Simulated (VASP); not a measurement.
# Sn (Im-3m) in VASP: notebook

Sn is run at these levels: PBEsol; tasks: relaxation of cell and atoms, single point.

Everything below comes from runs of VASP 6.6.1. Logs are shortened: lines on timing, memory, paths and dates and some standing lists are left out, and cuts for length are marked.

## 1. The cell of the first run

Symmetry: Im-3m, No. 229, cubic system. Conventional cell: a = 3.789 Å, b = 3.789 Å, c = 3.789 Å, α = 90.00°, β = 90.00°, γ = 90.00°. Within 4.3 Å of Sn (site symmetry m-3m) lie 14 Sn at 3.28 to 3.79 Å.

## 2. Relaxation of cell and atoms, PBEsol, target pressure 30 GPa, at which the enthalpy is minimised

File INCAR:

```
PREC = Accurate ; ENCUT = 600
EDIFF = 1E-7 ; ISMEAR = -1
SIGMA = 0.05 ; LREAL = F
LASPH = T ; NELM = 100
ALGO = Normal ; ISIF = 3
LWAVE = F ; LCHARG = F
GGA = PS ; IBRION = 2
NSW = 80 ; EDIFFG = -0.01
PSTRESS = 300.0
```

File KPOINTS:

```
regular mesh
0
Gamma
  10 10 10
```

File POSCAR:

```
Sn
1.0
   -1.8946518192      1.8946518192      1.8946518192
    1.8946518192     -1.8946518192      1.8946518192
    1.8946518192      1.8946518192     -1.8946518192
Sn
1
Direct
    0.0000000000      0.0000000000      0.0000000000
```

Potentials or basis: VASP PAW PBE potentials, release 64 (Sn_d).

Launch:

```sh
$ cat potpaw_PBE.64/Sn_d/POTCAR > POTCAR
$ mpirun -np 1 vasp_std > vasp.out
```

OUTCAR:

```text
PREC = Accurate
   ENCUT = 600
   EDIFF = 1E-7
   ISMEAR = -1
   LREAL = F
   LASPH = T
   NELM = 100
   ISIF = 3
   GGA = PS
   IBRION = 2
   NSW = 80
   EDIFFG = -0.01
   PSTRESS = 300.0

 ion  position               nearest neighbor table
   1  0.000  0.000  0.000-

  LATTYP: Found a body centered cubic cell.
 ALAT       =     3.7893036384

  Lattice vectors:

 A1 = (  -1.8946518192,   1.8946518192,   1.8946518192)
 A2 = (   1.8946518192,  -1.8946518192,   1.8946518192)
 A3 = (   1.8946518192,   1.8946518192,  -1.8946518192)

Analysis of symmetry for initial positions (statically):
=====================================================================
 Subroutine PRICEL returns:
 Original cell was already a primitive cell.

 Routine SETGRP: Setting up the symmetry group for a
 body centered cubic supercell.

 Subroutine GETGRP returns: Found 48 space group operations
[... 9 lines left out ...]

 Routine SETGRP: Setting up the symmetry group for a
 body centered cubic supercell.

 Subroutine GETGRP returns: Found 48 space group operations
[... 11 lines left out ...]
                                     Primitive cell

  volume of cell :      27.2050

  direct lattice vectors                    reciprocal lattice vectors
    -1.894651819  1.894651819  1.894651819     0.000000000  0.263900731  0.263900731
     1.894651819 -1.894651819  1.894651819     0.263900731  0.000000000  0.263900731
     1.894651819  1.894651819 -1.894651819     0.263900731  0.263900731  0.000000000

  length of vectors
     3.281633214  3.281633214  3.281633214     0.373211993  0.373211993  0.373211993

  position of ions in fractional coordinates (direct lattice)
     0.000000000  0.000000000  0.000000000

  ion indices of the primitive-cell ions
   primitive index   ion index
                 1           1

----------------------------------------------------------------------------------------

 KPOINTS: regular mesh

Automatic generation of k-mesh.
 Grid dimensions read from file:
 generate k-points for:   10   10   10

 Generating k-lattice:

  Cartesian coordinates                     Fractional coordinates (reciprocal lattice)
     0.000000000  0.026390073  0.026390073     0.100000000  0.000000000  0.000000000
     0.026390073  0.000000000  0.026390073     0.000000000  0.100000000  0.000000000
     0.026390073  0.026390073  0.000000000     0.000000000  0.000000000  0.100000000

  Length of vectors
     0.037321199  0.037321199  0.037321199

  Shift w.r.t. Gamma in fractional coordinates (k-lattice)
     0.000000000  0.000000000  0.000000000

 Subroutine IBZKPT returns following result:
 ===========================================

 Found     47 irreducible k-points:

 Following reciprocal coordinates:
            Coordinates               Weight
  0.000000  0.000000  0.000000      1.000000
  0.100000  0.000000  0.000000     12.000000
  0.200000  0.000000  0.000000     12.000000
  0.300000  0.000000  0.000000     12.000000
  0.400000  0.000000  0.000000     12.000000
  0.500000  0.000000  0.000000      6.000000
[... 16 lines left out ...]
  0.300000  0.300000  0.100000      8.000000
 -0.300000  0.300000  0.100000     24.000000
 [... further k-points ...]
   k-points           NKPTS =     47   k-points in BZ     NKDIM =     47   number of bands    NBANDS=     11
   number of dos      NEDOS =    301   number of ions     NIONS =      1
   total plane-waves  NPLWV =  21952
   dimension x,y,z NGX =    28 NGY =   28 NGZ =   28
   dimension x,y,z NGXF=    56 NGYF=   56 NGZF=   56
   ions per type =               1
   NGX,Y,Z   is equivalent  to a cutoff of  14.18, 14.18, 14.18 a.u.
   NGXF,Y,Z  is equivalent  to a cutoff of  28.37, 28.37, 28.37 a.u.
 SYSTEM =  unknown system
   PREC   = accura    normal or accurate (medium, high low for compatibility)
   ISTART =      0    job   : 0-new  1-cont  2-samecut
   ICHARG =      2    charge: 1-file 2-atom 10-const
   ISPIN  =      1    spin polarized calculation?
   LNONCOLLINEAR =      F non collinear calculations
   LSORBIT =      F    spin-orbit coupling
   LASPH  =      T    aspherical Exc in radial PAW
   ENCUT  =  600.0 eV  44.10 Ry    6.64 a.u.   6.55  6.55  6.55*2*pi/ulx,y,z
   NELM   =    100;   NELMIN=  2; NELMDL= -5     # of ELM steps
   EDIFF  = 0.1E-06   stopping-criterion for ELM
   LREAL  =      F    real-space projection
   EDIFFG = -.1E-01   stopping-criterion for IOM
   NSW    =     80    number of steps for IOM
   IBRION =      2    ionic relax: 0-MD 1-quasi-New 2-CG
   NFREE  =      1    steps in history (QN), initial steepest desc. (CG)
   ISIF   =      3    stress and relaxation
   ISYM   =      2    0-nonsym 1-usesym 2-fastsym
   POTIM  = 0.5000    time-step for ionic-motion
   TEBEG  =    0.0;   TEEND  =   0.0 temperature during run
   PSTRESS=  300.0 pullay stress
   NELECT =      14.0000    total number of electrons
   NUPDOWN=      -1.0000    fix difference up-down
   EMIN   =  10.00;   EMAX   =-10.00  energy-range for DOS
[... 5 lines left out ...]
     AMIX     =   0.40;   BMIX     =  1.00
     AMIX_MAG =   1.60;   BMIX_MAG =  1.00
  volume/ion in A,a.u.               =      27.20       183.59
  Fermi-wavevector in a.u.,A,eV,Ry     =   1.311902  2.479136 23.416813  1.721087
  Thomas-Fermi vector in A             =   2.442332
   LORBIT       =      0    0 simple, 1 ext, 2 COOP (PROOUT), +10 PAW based schemes
   GGA     = PS    functional components
   LHFCALC =     F    Hartree Fock is set to
   AEXX    =    0.0000 exact exchange contribution
   IVDW    =     0    specifies the selected vdW correction
   LEPSILON=     F    determine dielectric tensor
   LRPA    =     F    only Hartree local field effects (RPA)
 conjugate gradient relaxation of ions
 non-spin polarized calculation
  energy-cutoff  :      600.00
  volume of cell :       27.20
 maximum number of plane-waves:       935
 NGX is ok and might be reduce to    28
   NGX = 13   NGY = 13   NGZ = 13

--------------------------------------- Ionic step        1  -------------------------------------------

 number of electron      13.9999996 magnetization

 Free energy of the ion-electron system (eV)
  ---------------------------------------------------
  ext. energy  EPLUGINS =         0.00000000
  ---------------------------------------------------
  free energy    TOTEN  =        -4.21222706 eV

  energy without entropy =       -4.20490474  energy(sigma->0) =       -4.20856590

 E-fermi :   7.8804     XC(G=0): -10.5023

 val. band max:        7.7965479391   @ k =   0.2000   0.2000   0.0000
 cond. band min:       7.8862824866   @ k =   0.3000   0.0000   0.0000
 fundamental gap:      0.0897345475
 Fermi energy:         7.8804239974

 k-point     1 :       0.0000    0.0000    0.0000
  band No.  band energies     occupation
      1     -13.5357      2.00000
      2     -13.5357      2.00000
      3     -13.5357      2.00000
      4     -13.3962      2.00000
      5     -13.3962      2.00000
      6      -3.1764      2.00000
      7      15.8560      0.00000
      8      15.8560      0.00000
      9      15.8560      0.00000
     10      20.0365      0.00000
     11      20.0365      0.00000
[... 309 lines left out ...]
 k-point    24 :      -0.3000    0.3000    0.1000
  band No.  band energies     occupation
      1     -13.5436      2.00000
      2     -13.4984      2.00000
      3     -13.4288      2.00000
      4     -13.4048      2.00000
      5     -13.3932      2.00000
      6      -1.0013      2.00000
      7       8.0661      0.04766
      8      11.7590      0.00000
      9      13.0582      0.00000
     10      16.9074      0.00000
     11      17.9319      0.00000

 [... further k-points ...]
[... 5 lines left out ...]
  --------------------------------------------------------------------------------------
  -------------------------------------------------------------------------------------
  Total       -0.3726504     -0.3726504     -0.3726504     -0.0000000     -0.0000000      0.0000000
  in kB      -21.9464329    -21.9464329    -21.9464329     -0.0000000     -0.0000000      0.0000000
  external PRESSURE =    -321.9464329 kB  Pullay stress =     300.0000000 kB
[... 90 lines left out ...]
  FREE ENERGIE OF THE ION-ELECTRON SYSTEM (eV)
  ---------------------------------------------------
  free  energy   TOTEN  =        -3.9597447168 eV

  energy  without entropy=       -3.9577145659  energy(sigma->0) =       -3.95872964

  enthalpy is  TOTEN    =        -0.0410340533 eV   P V=        3.9187106635

[... ionic steps 4 to 12 ...]

--------------------------------------- Ionic step       13  -------------------------------------------

 number of electron      14.0000003 magnetization

------------------------ aborting loop because EDIFF is reached ----------------------------------------

  FORCE on cell =-STRESS in cart. coord.  units (eV):
  Direction    XX          YY          ZZ          XY          YZ          ZX
  --------------------------------------------------------------------------------------
  -------------------------------------------------------------------------------------
  Total        3.6501992      3.6501992      3.6501992      0.0000000     -0.0000000      0.0000000
  in kB      294.3471500    294.3471500    294.3471500      0.0000000     -0.0000000      0.0000000
  external PRESSURE =      -5.6528500 kB  Pullay stress =     300.0000000 kB
[... 59 lines left out ...]
  enthalpy is  TOTEN    =        -0.0747332330 eV   P V=        3.7166145665

--------------------------------------- Ionic step       15  -------------------------------------------

 number of electron      14.0000003 magnetization

 Free energy of the ion-electron system (eV)
  ---------------------------------------------------
  ext. energy  EPLUGINS =         0.00000000
  ---------------------------------------------------
  free energy    TOTEN  =        -3.78403664 eV

  energy without entropy =       -3.78215203  energy(sigma->0) =       -3.78309433

 E-fermi :  12.3939     XC(G=0): -12.0817

 val. band max:       12.1642274774   @ k =  -0.4000   0.4000   0.4000
 cond. band min:      12.4014822704   @ k =   0.4000   0.2000  -0.0000
 fundamental gap:      0.2372547930
 Fermi energy:        12.3939006602

 k-point     1 :       0.0000    0.0000    0.0000
  band No.  band energies     occupation
      1      -9.4306      2.00000
      2      -9.4306      2.00000
      3      -9.4306      2.00000
      4      -9.0835      2.00000
      5      -9.0835      2.00000
      6      -1.4229      2.00000
      7      23.7791      0.00000
      8      23.7791      0.00000
      9      23.7791      0.00000
     10      25.0067      0.00000
     11      25.0067      0.00000
[... 309 lines left out ...]
 k-point    24 :      -0.3000    0.3000    0.1000
  band No.  band energies     occupation
      1      -9.4630      2.00000
      2      -9.3731      2.00000
      3      -9.1716      2.00000
      4      -9.1025      2.00000
      5      -9.0764      2.00000
      6       1.4500      2.00000
      7      12.9026      0.00008
      8      17.4763      0.00000
      9      18.8902      0.00000
     10      23.1874      0.00000
     11      24.0938      0.00000

 [... further k-points ...]
[... 5 lines left out ...]
  --------------------------------------------------------------------------------------
  -------------------------------------------------------------------------------------
  Total        3.7108192      3.7108192      3.7108192      0.0000000      0.0000000     -0.0000000
  in kB      300.1268620    300.1268620    300.1268620      0.0000000      0.0000000     -0.0000000
  external PRESSURE =       0.1268620 kB  Pullay stress =     300.0000000 kB
[... 16 lines left out ...]
  FREE ENERGIE OF THE ION-ELECTRON SYSTEM (eV)
  ---------------------------------------------------
  free  energy   TOTEN  =        -3.7840366431 eV

  energy  without entropy=       -3.7821520260  energy(sigma->0) =       -3.78309433

  enthalpy is  TOTEN    =        -0.0747860107 eV   P V=        3.7092506324

 reached required accuracy - stopping structural energy minimisation
```

Run time: 2.8 min. Hardware: 1 thread of Intel Xeon Platinum 8259CL at 2.50GHz (Skylake/Cascade Lake), shared host; peak memory 0.18 GiB.

What came out:

* Free energy: -3.7840 eV
* Relaxed volume: 19.81 Å³/atom
* Relaxed cell: a = 2.952 Å, b = 2.952 Å, c = 2.952 Å, α = 109.47°, β = 109.47°, γ = 109.47°
* Space group after relaxing (to 0.05 Å): Im-3m (No. 229)
* Energy change on relaxing (the enthalpy is what falls): +428.2 meV/atom
* Ionic steps: 15
* Pressure after relaxing: 30.0 GPa
* Band gap on the k mesh: zero (band 7 reaches 23.78 eV, above the bottom of band 8 at 9.01 eV)

The path:
| step | energy change (eV) | largest force (eV/Å) | pressure (GPa) | volume (Å³) |
| --- | --- | --- | --- | --- |
| 1 | 0.0000 | 0.0000 | -2.19 | 27.20 |
| 2 | 8.4019 | 0.0000 | 411.49 | 10.86 |
| 3 | 0.2525 | 0.0000 | 20.78 | 20.93 |
| 4 | 0.3299 | 0.0000 | 24.94 | 20.38 |
| 5 | 0.4328 | 0.0000 | 30.20 | 19.79 |
| 6 | 0.4082 | 0.0000 | 28.96 | 19.92 |
| 7 | 0.4096 | 0.0000 | 29.05 | 19.91 |
| 8 | 0.4138 | 0.0000 | 29.25 | 19.89 |
| 9 | 0.4139 | 0.0000 | 29.23 | 19.89 |
| 10 | 0.4141 | 0.0000 | 29.29 | 19.89 |
| 11 | 0.4145 | 0.0000 | 29.29 | 19.88 |
| 12 | 0.4154 | 0.0000 | 29.34 | 19.88 |
| 13 | 0.4173 | 0.0000 | 29.43 | 19.87 |
| 14 | 0.4209 | 0.0000 | 29.61 | 19.85 |
| 15 | 0.4282 | 0.0000 | 30.01 | 19.81 |

Final structure:
```cif
data_structure
_symmetry_space_group_name_H-M 'P 1'
_symmetry_Int_Tables_number 1
_cell_length_a 2.9523
_cell_length_b 2.9523
_cell_length_c 2.9523
_cell_angle_alpha 109.471
_cell_angle_beta 109.471
_cell_angle_gamma 109.471
_cell_volume 19.81
loop_
_atom_site_label
_atom_site_type_symbol
_atom_site_fract_x
_atom_site_fract_y
_atom_site_fract_z
_atom_site_occupancy
Sn1 Sn 0.00000 0.00000 0.00000 1
```

Caveat: the cell is relaxed towards a set pressure, so the enthalpy falls and the energy may rise; the volume moved by over 15 % at a fixed basis, so the end points are rough; the PAW data sets were made with another functional, which shifts forces and pressure a little; spin-orbit coupling is left out, which moves the levels of the heavy elements.

## 3. Single point, PBEsol

File INCAR:

```
SYSTEM = Sn
PREC = Accurate
ENCUT = 520
EDIFF = 1E-7
ISMEAR = 0
SIGMA = 0.05
LREAL = .False.
LASPH = .True.
NELM = 80
ALGO = Normal
ISIF = 2
LWAVE = .False.
LCHARG = .False.
GGA = PS
NBANDS = 13
```

File KPOINTS:

```
regular mesh
0
Gamma
  7 7 7
  0 0 0
```

POSCAR is that of step 2.

Potentials or basis: VASP PAW PBE potentials, release 64 (Sn_d).

Launch:

```sh
$ cat potpaw_PBE.64/Sn_d/POTCAR > POTCAR
$ mpirun -np 1 vasp_std > vasp.out
```

It took 3.3 s on 1 thread of Intel Xeon Platinum 8488C (Sapphire Rapids), shared host; peak memory 0.13 GiB.

The run converged. Its results:

```
Free energy            : -4.2487 eV
Pressure               : -1.9 GPa
Band gap on the k mesh : zero (band 7 reaches 15.86 eV, above the bottom of band 8 at 5.81 eV)
```

Levels at points of the mesh, in eV from the Fermi level:
| k point | band 4 | band 5 | band 6 | band 7 | band 8 | band 9 | band 10 | band 11 |
| --- | --- | --- | --- | --- | --- | --- | --- | --- |
| (0.00, 0.00, 0.00) | -21.63 | -21.63 | -11.42 | 7.61 | 7.61 | 7.61 | 11.79 | 11.79 |

Caveat: the PAW data sets were made with another functional, which shifts forces and pressure a little; spin-orbit coupling is left out, which moves the levels of the heavy elements.

[end of part 1 of 2]
